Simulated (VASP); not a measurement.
Set up this calculation in VASP 6.6.1, as the native input.

* Task: single point
* Functional: PBE
* Potentials or basis: VASP PAW PBE potentials, release 64 (Au, Bi_d)
* Cutoff: 520 eV
* k mesh: 6 × 6 × 6
* Occupations: gaussian, width 0.05 eV
* Spin: no spin polarisation
* Dipole correction: no
* Further INCAR settings: ALGO = Fast; EDIFF = 1e-06; NBANDS = 20

The structure of BiAu lies in POSCAR:

```
BiAu
1.0
    0.0000000000      2.9546360123      2.9546360123
    2.9546360123      0.0000000000      2.9546360123
    2.9546360123      2.9546360123      0.0000000000
Au Bi
1 1
Direct
    0.0000000000      0.0000000000      0.0000000000
    0.2500000000      0.2500000000      0.2500000000
```

The input as run:

INCAR

```
ALGO = Fast
EDIFF = 1E-6
ENCUT = 520
GGA = PE
ISIF = 2
ISMEAR = 0
LASPH = T
LCHARG = T
LELF = T
LREAL = F
LVHAR = T
LWAVE = F
NBANDS = 20
NELM = 60
PREC = Accurate
SIGMA = 0.05
```

KPOINTS

```
k-points
0
Gamma
  6 6 6
```

Potentials or basis: VASP PAW PBE potentials, release 64 (Au, Bi_d).

Launch:

```console
$ cat potpaw_PBE.64/Au/POTCAR potpaw_PBE.64/Bi_d/POTCAR > POTCAR
$ mpirun -np 1 vasp_std > vasp.out
```

It gave:

```json
{
  "Pressure": "24.9 GPa",
  "Band gap on the k mesh": "zero (bands 13 and 14 overlap by 5.11 eV)"
}
```

Caveat: the cell stands under pressure; spin-orbit coupling is left out, which moves the levels of the heavy elements.

It took 11 s on 1 thread of AMD EPYC 9R45 96-Core Processor (Zen 5), with other jobs on the host, peak memory 0.15 GiB.
